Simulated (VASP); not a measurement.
Crystal: InAs.

```xyz
2
Lattice="0.0000 3.0180 3.0180 3.0180 0.0000 3.0180 3.0180 3.0180 0.0000" Properties=species:S:1:pos:R:3 pbc="T T T"
In    0.0000    0.0000    0.0000
As    4.5270    4.5270    4.5270
```

| Quantity | Value |
| --- | --- |
| Program | VASP 6.6.1 |
| Task | relaxation of cell and atoms |
| Functional | revPBE |
| Potentials or basis | VASP PAW PBE potentials, release 64 (In_d, As) |
| Cutoff | 600 eV |
| k mesh | 8 × 8 × 8 |
| Occupations | fermi-dirac, width 0.05 eV |
| Spin | no spin polarisation |

At the start: pressure 5.7 GPa; volume 27.49 Å³/atom.

Task: How do energy, volume and symmetry change on relaxing?

Result: Over 3 steps the energy falls by 45.7 meV/atom and the volume is 30.33 Å³/atom (+10.3 %); space group F-43m (No. 216, to 0.05 Å).

The path:
```csv
step,energy change (eV),largest force (eV/Å),pressure (GPa),volume (Å³)
1,0.0000,0.0000,5.66,54.98
2,-0.0793,0.0000,-1.57,63.07
3,-0.0914,0.0000,0.04,60.66
```

Final structure:
```cif
data_structure
_symmetry_space_group_name_H-M 'P 1'
_symmetry_Int_Tables_number 1
_cell_length_a 4.4103
_cell_length_b 4.4103
_cell_length_c 4.4103
_cell_angle_alpha 60.000
_cell_angle_beta 60.000
_cell_angle_gamma 60.000
_cell_volume 60.66
loop_
_atom_site_label
_atom_site_type_symbol
_atom_site_fract_x
_atom_site_fract_y
_atom_site_fract_z
_atom_site_occupancy
In1 In 0.00000 0.00000 0.00000 1
As1 As 0.75000 0.75000 0.75000 1
```

Caveat: the PAW data sets were made with another functional, which shifts forces and pressure a little; the volume moved by +10 % from the deposited cell, more than functionals usually miss.
